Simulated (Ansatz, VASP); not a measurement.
Two plane-wave programs on BeCdTeSe

```
Be Cd Te Se
1.0
     4.02674    0.00000    0.00000
     0.00000    4.02674    0.00000
     0.00000    0.00000    5.68960
Be Cd Te Se
1 1 1 1
Direct
  0.00000 0.00000 0.50000
  0.50000 0.50000 0.50000
  0.00000 0.00000 0.00000
  0.50000 0.50000 0.00000
```

Change from the starting cell: species swapped into the PrSmSeS type (P4/mmm, No. 123).

Alike in both runs: functional PBE; k mesh 12 × 12 × 8; occupations gaussian, width 0.1 eV; no spin polarisation.

Ansatz relaxed the structure, and its values are those at the end. VASP's run is a single point on that final structure, the one shown.

|  | VASP | Ansatz |
| --- | --- | --- |
| version | VASP 6.6.1 | Ansatz 0.2.0 |
| potentials or method | VASP PAW PBE potentials, release 64 (Be, Cd, Te, Se), cutoff 520 eV | scalar-relativistic, plane waves, PAW |
| valence electrons in the cell | 26 | 54 |

|  | VASP | Ansatz | Ansatz less VASP |
| --- | --- | --- | --- |
| gap on the k mesh at the Fermi level (eV) | none | none | - |
| pressure (GPa) | 0.1 | 0.0 | -0.07 |

A gap of «none» marks a metal or a gap that the smearing closes. The functional is the same, so the differences come from potentials, cutoffs and numerics. VASP's potentials hold 26 valence electrons a cell and Ansatz's 54, so a difference there can come from the potentials and not from the codes.

Neither program's run includes spin-orbit coupling.
